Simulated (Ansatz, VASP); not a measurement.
**Si4C in VASP and in Ansatz**

```
CELL_PARAMETERS angstrom
0.00000 3.46650 3.46650
3.46650 0.00000 3.46650
3.46650 3.46650 0.00000
ATOMIC_POSITIONS crystal
Si 0.62524 0.12428 0.62524
Si 0.62524 0.62524 0.62524
Si 0.12428 0.62524 0.62524
Si 0.62524 0.62524 0.12428
C 0.25000 0.25000 0.25000
```

Alike in both runs: functional PBE; k mesh 10 × 10 × 10; occupations gaussian, width 0.1 eV; no spin polarisation.

Ansatz relaxed the structure, and its values are those at the end. VASP's run is a single point on that final structure, the one shown.

```csv
,VASP,Ansatz
version,VASP 6.6.1,Ansatz 0.2.0
potentials or method,"VASP PAW PBE potentials, release 64 (Si, C), cutoff 520 eV","scalar-relativistic, plane waves, PAW"
valence electrons in the cell,20,20
```

VASP gave:

| Property | Result |
| --- | --- |
| gap on the k mesh at the Fermi level (eV) | none |
| pressure (GPa) | -0.1 |

Question: Which values does Ansatz return?

Answer: gap on the k mesh at the Fermi level (eV): none; pressure (GPa): 0.0.

A gap of «none» marks a metal or a gap that the smearing closes.
